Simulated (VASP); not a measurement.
Write the native input for VASP 6.6.1 that does the following.

* Task: single point
* Functional: PBE
* Potentials or basis: VASP PAW PBE potentials, release 64 (C, Si)
* Cutoff: 520 eV
* k mesh: 10 × 10 × 10
* Occupations: gaussian, width 0.01 eV
* Spin: no spin polarisation
* Dipole correction: no
* Further INCAR settings: ALGO = Normal; EDIFF = 1e-06; NBANDS = 16

The structure of SiC3 lies in POSCAR:

```
SiC3
1.0
    1.4154339591      0.8172011773      4.6700734309
   -1.4154339591      0.8172011773      4.6700734309
    0.0000000000     -1.6344023546      4.6700734309
C Si
3 1
Direct
    1.0082378925      0.0082378925      0.0082378925
    0.4889604675      0.4889604675      0.4889604675
    0.3791724032      0.3791724032      0.3791724032
    0.8736292368      0.8736292368      0.8736292368
```

These files were run (other wordings do the same):

INCAR

```
PREC     = Accurate       # precision mode
ENCUT    = 520            # plane-wave cutoff, eV
EDIFF    = 1E-6           # SCF threshold, eV
ISMEAR   = 0              # smearing method
SIGMA    = 0.01           # smearing width, eV
LREAL    = F              # projectors in reciprocal space
LASPH    = T              # aspherical terms in the spheres
NELM     = 80             # most SCF steps
ALGO     = Normal         # electronic algorithm
ISIF     = 2              # what is computed and relaxed
LWAVE    = F              # write WAVECAR
LCHARG   = F              # write CHGCAR
GGA      = PE             # functional
NBANDS   = 16             # bands
```

KPOINTS

```
Automatic mesh
0
Gamma
  10 10 10
```

Potentials or basis: VASP PAW PBE potentials, release 64 (C, Si).

Command:

```console
$ cat potpaw_PBE.64/C/POTCAR potpaw_PBE.64/Si/POTCAR > POTCAR
$ mpirun -np 1 vasp_std > vasp.out
```

Results of the run:

```
Pressure               : 3.4 GPa
Largest force          : 0.304 eV/Å
Band gap on the k mesh : 1.59 eV, indirect (least direct gap 3.20 eV)
```

Wall time 3.8 min on 1 thread of Intel Xeon 8259CL, with other jobs on the host, peak memory 0.25 GiB.
